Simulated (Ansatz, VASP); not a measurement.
# Ru in VASP and in Ansatz

```
CELL_PARAMETERS angstrom
2.48934 0.00000 0.00000
-1.24467 2.15583 0.00000
0.00000 0.00000 4.11062
ATOMIC_POSITIONS crystal
Ru 0.33333 0.66667 0.25000
Ru 0.66667 0.33333 0.75000
```

Change from the starting cell: strain -0.080 along x and y, -0.040 along z, atoms carried along.

Alike in both runs: task single point; functional PBEsol; k mesh 24 × 24 × 12; occupations gaussian, width 0.15 eV; no spin polarisation.

|  | VASP | Ansatz |
| --- | --- | --- |
| version | VASP 6.6.1 | Ansatz 0.2.0 |
| potentials or method | VASP PAW PBE potentials, release 64 (Ru_pv), cutoff 520 eV | scalar-relativistic, plane waves, PAW |
| valence electrons in the cell | 28 | 32 |

VASP gave:

| Quantity | Value |
| --- | --- |
| gap on the k mesh at the Fermi level (eV) | none |
| pressure (GPa) | 103.2 |
| traceless stress, the component that is largest in VASP (GPa) | -23.02 |

**Question.** Which values does Ansatz return?

**Answer.** gap on the k mesh at the Fermi level (eV): none; pressure (GPa): 102.2; traceless stress, the component that is largest in VASP (GPa): -22.98.

VASP's potentials were made for PBE, not for PBEsol. A gap of «none» marks a metal or a gap that the smearing closes. Both programs put the cell under a high pressure, so it lies far from rest at this level. VASP's potentials hold 28 valence electrons a cell and Ansatz's 32, so a difference there can come from the potentials and not from the codes.

Noted on VASP's run: the cell as given lies far from equilibrium.
